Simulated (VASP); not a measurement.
A run of VASP 6.6.1:

The input INCAR:

```
ALGO = Fast
EDIFF = 1E-6
EDIFFG = -0.01
ENCUT = 600
GGA = PE
IBRION = 2
ISIF = 3
ISMEAR = 0
LASPH = T
LCHARG = F
LREAL = F
LWAVE = F
NELM = 60
NSW = 100
PREC = Accurate
SIGMA = 0.1
```

Contents of KPOINTS:

```
k-points
0
Gamma
  8 8 8
```

POSCAR

```
CaTa2
1.0
    0.0000000000      4.1041127447      4.1041127447
    4.1041127447      0.0000000000      4.1041127447
    4.1041127447      4.1041127447      0.0000000000
Ca Ta
2 4
Direct
    0.5000000000      0.5000000000      0.5000000000
    0.7500000000      0.7500000000      0.7500000000
    0.1250000000      0.1250000000      0.1250000000
    0.6250000000      0.1250000000      0.1250000000
    0.1250000000      0.1250000000      0.6250000000
    0.1250000000      0.6250000000      0.1250000000
```

Potentials or basis: VASP PAW PBE potentials, release 64 (Ca_sv, Ta_pv).

Launch:

```sh
$ cat potpaw_PBE.64/Ca_sv/POTCAR potpaw_PBE.64/Ta_pv/POTCAR > POTCAR
$ mpirun -np 1 vasp_std > vasp.out
```

Hardware: 1 thread of Intel(R) Xeon(R) Platinum 8259CL CPU @ 2.50GHz (Skylake/Cascade Lake) (shared host).

Q: Estimate the wall time of this run.

A: It took 8.6 min on 1 thread of Intel(R) Xeon(R) Platinum 8259CL CPU @ 2.50GHz (Skylake/Cascade Lake) (shared host), peak memory 0.44 GiB. Counts: scf iterations 34, k points 29, ion steps 3.
